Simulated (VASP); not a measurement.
# Bi2Se3 (R-3m) in VASP: notebook, part 2 of 2

VASP 6.6.1. The steps go on from the part before.

### Step 4. Single point, PBE

This run uses another cell than the first one, of 28.38 Å³/atom.

INCAR reads:

```
SYSTEM = Bi2Se3
ALGO = Normal ; EDIFF = 1E-7
ENCUT = 520 ; GGA = PE
ISIF = 2 ; ISMEAR = -1
LASPH = .True. ; LCHARG = .True.
LELF = .True. ; LREAL = .False.
LVHAR = .True. ; LWAVE = .False.
NBANDS = 32 ; NELM = 60
PREC = Accurate ; SIGMA = 0.05
```

KPOINTS reads:

```
k-points
0
Gamma
  6 6 6
  0 0 0
```

POSCAR reads:

```
Bi2Se3
1.0
    2.0715000000      1.1959810826      9.5453333333
   -2.0715000000      1.1959810826      9.5453333333
    0.0000000000     -2.3919621653      9.5453333333
Bi Se
2 3
Direct
    0.5992000000      0.5992000000      0.5992000000
    0.4008000000      0.4008000000      0.4008000000
    0.7883000000      0.7883000000      0.7883000000
    0.2117000000      0.2117000000      0.2117000000
    0.0000000000      0.0000000000      0.0000000000
```

Potentials or basis: VASP PAW PBE potentials, release 64 (Bi_d, Se).

Launch:

```console
$ cat potpaw_PBE.64/Bi_d/POTCAR potpaw_PBE.64/Se/POTCAR > POTCAR
$ mpirun -np 1 vasp_std > vasp.out
```

OUTCAR:

```text
SYSTEM = Bi2Se3
   EDIFF = 1E-7
   ENCUT = 520
   GGA = PE
   ISIF = 2
   ISMEAR = -1
   LASPH = .True.
   LREAL = .False.
   NELM = 60
   PREC = Accurate

 ion  position               nearest neighbor table
   1  0.599  0.599  0.599-   4 2.85   4 2.85   4 2.85   5 3.07   5 3.07   5 3.07
   2  0.401  0.401  0.401-   3 2.85   3 2.85   3 2.85   5 3.07   5 3.07   5 3.07
   3  0.788  0.788  0.788-   2 2.85   2 2.85   2 2.85
   4  0.212  0.212  0.212-   1 2.85   1 2.85   1 2.85
   5  0.000  0.000  0.000-   1 3.07   1 3.07   2 3.07   2 3.07   1 3.07   2 3.07

  LATTYP: Found a trigonal (rhomboedric) cell.
 ALAT       =     9.8404710987
 COS(alpha) =     0.9113725833

  Lattice vectors:

 A1 = (   2.0715000000,   1.1959810826,   9.5453333333)
 A2 = (  -2.0715000000,   1.1959810826,   9.5453333333)
 A3 = (   0.0000000000,  -2.3919621653,   9.5453333333)

Analysis of symmetry for initial positions (statically):
=====================================================================
 Subroutine PRICEL returns:
 Original cell was already a primitive cell.

 Routine SETGRP: Setting up the symmetry group for a
[... 176 lines left out ...]
 val. band max:        4.9657648976   @ k =   0.0000   0.0000   0.0000
 cond. band min:       5.1847379062   @ k =   0.0000   0.0000   0.0000
 fundamental gap:      0.2189730086
 Fermi energy:         5.0757949962

 k-point     1 :       0.0000    0.0000    0.0000
  band No.  band energies     occupation
      1     -18.1612      2.00000
      2     -18.1612      2.00000
      3     -18.1595      2.00000
      4     -18.1595      2.00000
      5     -18.1527      2.00000
      6     -18.1501      2.00000
[... 829 lines left out ...]
     31       9.9028      0.00000
     32      11.4619      0.00000

 [... further k-points ...]

------------------------ aborting loop because EDIFF is reached ----------------------------------------

  FORCE on cell =-STRESS in cart. coord.  units (eV):
  Direction    XX          YY          ZZ          XY          YZ          ZX
  --------------------------------------------------------------------------------------
  -------------------------------------------------------------------------------------
  Total        2.2428747      2.2428747      2.2811611      0.0000000     -0.0000000      0.0000000
  in kB       25.3258480     25.3258480     25.7581667      0.0000000     -0.0000000      0.0000000
  external PRESSURE =      25.4699543 kB  Pullay stress =       0.0000000 kB

 VOLUME and BASIS-vectors are now :
 -----------------------------------------------------------------------------
  energy-cutoff  :      520.00
  volume of cell :      141.89
      direct lattice vectors                 reciprocal lattice vectors
     2.071500000  1.195981083  9.545333333     0.241370987  0.139355604  0.034921078
    -2.071500000  1.195981083  9.545333333    -0.241370987  0.139355604  0.034921078
     0.000000000 -2.391962165  9.545333333     0.000000000 -0.278711209  0.034921078

 POSITION                                       TOTAL-FORCE (eV/Angst)
 -----------------------------------------------------------------------------------
      0.00000     -0.00000     17.15869         0.000000     -0.000000      0.191933
      0.00000     -0.00000     11.47731         0.000000      0.000000     -0.191933
      0.00000     -0.00000     22.57376         0.000000     -0.000000      0.188836
      0.00000     -0.00000      6.06224         0.000000      0.000000     -0.188836
      0.00000      0.00000      0.00000         0.000000      0.000000      0.000000
 -----------------------------------------------------------------------------------
    total drift:                                0.000000      0.000000     -0.000000

  FREE ENERGIE OF THE ION-ELECTRON SYSTEM (eV)
  ---------------------------------------------------
  free  energy   TOTEN  =       -20.1563484503 eV

  energy  without entropy=      -20.1559750981  energy(sigma->0) =      -20.15616177
```

OSZICAR:

```text
N       E                     dE             d eps       ncg     rms          rms(c)
DAV:   1     0.466373628395E+03    0.46637E+03   -0.22845E+04  2048   0.155E+03
DAV:   2     0.337756282651E+02   -0.43260E+03   -0.41530E+03  2096   0.411E+02
DAV:   3    -0.187253399277E+02   -0.52501E+02   -0.49892E+02  2672   0.150E+02
DAV:   4    -0.208672845246E+02   -0.21419E+01   -0.21307E+01  2264   0.319E+01
DAV:   5    -0.209448727222E+02   -0.77588E-01   -0.77578E-01  2984   0.628E+00    0.520E+00
DAV:   6    -0.201424754604E+02    0.80240E+00   -0.10770E+00  2864   0.736E+00    0.323E+00
DAV:   7    -0.201479173878E+02   -0.54419E-02   -0.35571E-01  2280   0.252E+00    0.171E+00
DAV:   8    -0.201552487817E+02   -0.73314E-02   -0.46039E-02  2408   0.114E+00    0.571E-01
DAV:   9    -0.201560792386E+02   -0.83046E-03   -0.19579E-03  2672   0.430E-01    0.128E-01
DAV:  10    -0.201562624307E+02   -0.18319E-03   -0.10692E-03  2424   0.166E-01    0.546E-02
DAV:  11    -0.201563155684E+02   -0.53138E-04   -0.12761E-04  2368   0.747E-02    0.302E-02
DAV:  12    -0.201563470737E+02   -0.31505E-04   -0.51662E-05  2224   0.345E-02    0.598E-03
DAV:  13    -0.201563484359E+02   -0.13622E-05   -0.31997E-06  2928   0.146E-02    0.398E-03
DAV:  14    -0.201563484503E+02   -0.14420E-07   -0.73028E-07  2000   0.517E-03
   1 F= -.20156348E+02 E0= -.20156162E+02  d E =-.373352E-03
```

Run time: 6.9 min. Hardware: 1 thread of Intel Xeon 6975P-C (Granite Rapids), shared host; peak memory 0.95 GiB.

What came out:

- Free energy: -20.1563 eV
- Pressure: 2.5 GPa
- Largest force: 0.192 eV/Å
- Band gap on the k mesh: 0.22 eV

Forces in eV/Å, atoms in the order of the input:
```
Bi   0.000  0.000  0.192
Bi   0.000  0.000 -0.192
Se   0.000  0.000  0.189
Se   0.000  0.000 -0.189
Se   0.000  0.000  0.000
```

Caveat: spin-orbit coupling is left out, which moves the levels of the heavy elements. A k mesh can miss the band edges.

### Step 5. The runs side by side

| cell | gap on the mesh (eV) | pressure (GPa) | largest force (eV/Å) |
| --- | --- | --- | --- |
| a = 9.655 Å, angles 24.8°, 5 atoms | 0.14 | 4.0 | 0.39 |
| a = 9.748 Å, angles 24.5°, 5 atoms | 0.18 | 3.2 | 0.29 |
| a = 9.840 Å, angles 24.3°, 5 atoms | 0.22 | 2.5 | 0.19 |

Alike in all rows: task single point; level PBE; potentials or basis VASP PAW PBE potentials, release 64 (Bi_d, Se); no spin polarisation; k mesh 6 × 6 × 6; cutoff (eV) 520; smearing fermi-dirac 0.05 eV.

Caveats: spin-orbit coupling is left out, which moves the levels of the heavy elements; the cell stands under pressure (at least some runs).

Total energies depend on the potentials used, so only differences within one code and one set of settings carry meaning.
